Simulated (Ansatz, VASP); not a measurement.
AlN: VASP beside Ansatz

INCAR

```
PREC = Accurate
ENCUT = 520
EDIFF = 1E-6
ISMEAR = 0
SIGMA = 0.05
LREAL = F
LASPH = T
NELM = 100
ALGO = Normal
ISIF = 2
LWAVE = F
LCHARG = F
GGA = CA
NBANDS = 26
```

KPOINTS

```
regular mesh
0
Gamma
  8 6 4
```

File POSCAR:

```
AlN
1.0
   -1.6378403119      2.8368226349      0.0000000000
    0.0000000000      0.0000000000      4.1006264518
    4.9135209358      2.8368226349      0.0000000000
Al N
4 4
Direct
    0.3928663107      0.7500000000      0.0552459803
    1.0000000000      0.7500000000      0.6666666667
    0.0000000000      0.2500000000      0.3333333333
    0.5000000000      0.2500000000      0.8333333333
    0.5000000000      0.2500000000      0.1666666667
    1.0000000000      0.2500000000      0.6666666667
    0.0000000000      0.7500000000      0.3333333333
    0.5000000000      0.7500000000      0.8333333333
```

Input for Ansatz:

```yaml
crystal:
  lattice:
    - [-1.6378403119, 2.8368226349, 0.0]
    - [0.0, 0.0, 4.1006264518]
    - [4.9135209358, 2.8368226349, 0.0]
  atoms:
    - { symbol: Al, position: [0.3928663107, 0.75, 0.0552459803] }
    - { symbol: Al, position: [1.0, 0.75, 0.6666666667] }
    - { symbol: Al, position: [0.0, 0.25, 0.3333333333] }
    - { symbol: Al, position: [0.5, 0.25, 0.8333333333] }
    - { symbol: "N", position: [0.5, 0.25, 0.1666666667] }
    - { symbol: "N", position: [1.0, 0.25, 0.6666666667] }
    - { symbol: "N", position: [0.0, 0.75, 0.3333333333] }
    - { symbol: "N", position: [0.5, 0.75, 0.8333333333] }
basis:
  ecutwfc: 420
kpoints:
  mp_grid: { grid: [8, 6, 4] }
hamiltonian:
  xc: lda
  pseudopotentials: { kind: paw, azcp: { folder: soft_1 } }
scf:
  occupations: { method: gaussian, width: 0.05 }
output:
  forces: true
  stress: true
  eigenvalues: true
```

Alike in both runs: task single point; functional LDA; k mesh 8 × 6 × 4; occupations gaussian, width 0.05 eV; no spin polarisation.

|  | VASP | Ansatz |
| --- | --- | --- |
| version | VASP 6.6.1 | Ansatz 0.2.0 |
| potentials or method | VASP PAW LDA potentials, release 64 (Al, N), cutoff 520 eV | scalar-relativistic, plane waves, PAW |
| valence electrons in the cell | 32 | 32 |

|  | VASP | Ansatz | Ansatz less VASP |
| --- | --- | --- | --- |
| gap on the k mesh at the Fermi level (eV) | 1.00 | 0.99 | -0.009 |
| least direct gap on the mesh (eV) | 1.07 | 1.06 | -0.010 |
| rms of the force components (eV/Å) | 11.252 | 11.421 | +0.1686 |

Ansatz warns that its potentials were made for another functional, while VASP's fit it. LDA's correlation is that of Perdew and Zunger in VASP and of Perdew and Wang (1992) in Ansatz. Atom by atom the forces differ by 0.171 eV/Å (rms over components).
